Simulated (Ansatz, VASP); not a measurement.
**One calculation of Sc, two programs**

INCAR

```
SYSTEM = Sc
ALGO     = Normal         ! electronic algorithm
EDIFF    = 1E-6           ! SCF threshold, eV
ENCUT    = 520            ! plane-wave cutoff, eV
GGA      = PS             ! functional
ISIF     = 2              ! what is computed and relaxed
ISMEAR   = -1             ! smearing method
LASPH    = .True.         ! aspherical terms in the spheres
LCHARG   = .False.        ! write CHGCAR
LREAL    = .False.        ! projectors in reciprocal space
LWAVE    = .False.        ! write WAVECAR
NBANDS   = 18             ! bands
NELM     = 100            ! most SCF steps
PREC     = Accurate       ! precision mode
SIGMA    = 0.05           ! smearing width, eV
```

The input KPOINTS:

```
k-points
0
Gamma
  9 9 5
  0 0 0
```

File POSCAR:

```
Sc
1.0
    3.3090000000      0.0000000000      0.0000000000
   -1.6545000000      2.8656780611      0.0000000000
    0.0000000000      0.0000000000      5.2733000000
Sc
2
Direct
    0.6666666667      0.3333333333      0.7500000000
    0.3333333333      0.6666666667      0.2500000000
```

File input.yaml:

```yaml
crystal:
  lattice:
    - [3.309, 0.0, 0.0]
    - [-1.6545, 2.8656780611, 0.0]
    - [0.0, 0.0, 5.2733]
  atoms:
    - { symbol: Sc, position: [0.6666666667, 0.3333333333, 0.75] }
    - { symbol: Sc, position: [0.3333333333, 0.6666666667, 0.25] }
hamiltonian:
  xc: pbesol
  pseudopotentials: { kind: paw }
kpoints:
  mp_grid: { grid: [9, 9, 5] }
scf:
  occupations: { method: fermi_dirac, width: 0.05 }
output:
  forces: true
  stress: true
  eigenvalues: true
```

Alike in both runs: task single point; functional PBEsol; k mesh 9 × 9 × 5; occupations fermi-dirac, width 0.05 eV; no spin polarisation.

|  | VASP | Ansatz |
| --- | --- | --- |
| version | VASP 6.6.1 | Ansatz 0.2.0 |
| potentials or method | VASP PAW PBE potentials, release 64 (Sc_sv) | Ansatz PAW |
| plane-wave cutoff (eV) | 520 | 420 |
| valence electrons in the cell | 22 | 22 |

|  | VASP | Ansatz | Ansatz less VASP |
| --- | --- | --- | --- |
| gap on the k mesh at the Fermi level (eV) | none | none | - |
| pressure (GPa) | -2.8 | -2.8 | +0.01 |
| traceless stress, the component that is largest in VASP (GPa) | -1.04 | -1.04 | -0.001 |

VASP's potentials were made for PBE, not for PBEsol. A gap of «none» marks a metal or a gap that the smearing closes. The functional is the same, so the differences come from potentials, cutoffs and numerics.
